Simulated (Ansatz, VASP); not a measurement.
**Two plane-wave programs on Ti**

```xyz
1
Lattice="0.0000 2.0300 2.0300 2.0300 0.0000 2.0300 2.0300 2.0300 0.0000" Properties=species:S:1:pos:R:3 pbc="T T T"
Ti    0.0000    0.0000    0.0000
```

Alike in both runs: task single point; functional PBEsol; k mesh 8 × 8 × 8; occupations gaussian, width 0.1 eV; no spin polarisation.

|  | VASP | Ansatz |
| --- | --- | --- |
| version | VASP 6.6.1 | Ansatz 0.2.0 |
| potentials or method | VASP PAW PBE potentials, release 64 (Ti_sv), cutoff 500 eV | scalar-relativistic, plane waves, PAW |
| valence electrons in the cell | 12 | 12 |

Ansatz gave:

```
gap on the k mesh at the Fermi level (eV) : none
pressure (GPa)                            : -0.4
```

Question: Which values does VASP return?

Answer: gap on the k mesh at the Fermi level (eV): none; pressure (GPa): -0.7.

VASP's potentials were made for PBE, not for PBEsol, and Ansatz warns of the same on its side. A gap of «none» marks a metal or a gap that the smearing closes. The functional is the same, so the differences come from potentials, cutoffs and numerics.
